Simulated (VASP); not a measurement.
A run of VASP 6.6.1:

INCAR

```
ALGO     = Normal         # electronic algorithm
EDIFF    = 1E-7           # SCF threshold, eV
EDIFFG   = -0.08          # ionic threshold
ENCUT    = 520            # plane-wave cutoff, eV
GGA      = PE             # functional
IBRION   = 2              # ionic algorithm
ISIF     = 2              # what is computed and relaxed
ISMEAR   = -1             # smearing method
LASPH    = True           # aspherical terms in the spheres
LCHARG   = False          # write CHGCAR
LREAL    = Auto         
LWAVE    = False          # write WAVECAR
NELM     = 60             # most SCF steps
NSW      = 45             # ionic steps
PREC     = Accurate       # precision mode
SIGMA    = 0.15           # smearing width, eV
```

File KPOINTS:

```
k-points
0
Gamma
  2 3 1
```

File POSCAR:

```
Al16In
1.0
    8.1000000000      0.0000000000      0.0000000000
    0.0000000000      5.7275650000      0.0000000000
    0.0000000000      0.0000000000     15.2956740000
Al In
16 1
Selective dynamics
Direct
    0.2500000000      0.2500000000      0.0653780000  F F F
    0.7500000000      0.2500000000      0.0653780000  F F F
    0.2500000000      0.7500000000      0.0653780000  F F F
    0.7500000000      0.7500000000      0.0653780000  F F F
    0.0000000000      0.0000000000      0.1589921000  T T T
    0.5000000000      0.0000000000      0.1589921000  T T T
    0.0000000000      0.5000000000      0.1589921000  T T T
    0.5000000000      0.5000000000      0.1589921000  T T T
    0.2500000000      0.2500000000      0.2526062000  T T T
    0.7500000000      0.2500000000      0.2526062000  T T T
    0.2500000000      0.7500000000      0.2526062000  T T T
    0.7500000000      0.7500000000      0.2526062000  T T T
    0.0000000000      0.0000000000      0.3462204000  T T T
    0.5000000000      0.0000000000      0.3462204000  T T T
    0.0000000000      0.5000000000      0.3462204000  T T T
    0.5000000000      0.5000000000      0.3462204000  T T T
    0.1681079000      0.6693615000      0.4848216000  T T T
```

Potentials or basis: VASP PAW PBE potentials, release 64 (Al, In_d).

The run is started by

```console
$ cat potpaw_PBE.64/Al/POTCAR potpaw_PBE.64/In_d/POTCAR > POTCAR
$ mpirun -np 1 vasp_std > vasp.out
```

Hardware: 1 thread of Intel(R) Xeon(R) Platinum 8488C (Sapphire Rapids) (shared host).

**Question.** Estimate the wall time of this run.

**Answer.** Run time: 52 min on 1 thread of Intel(R) Xeon(R) Platinum 8488C (Sapphire Rapids) (shared host), peak memory 0.78 GiB. Counts: scf iterations 237, k points 4, ion steps 19.
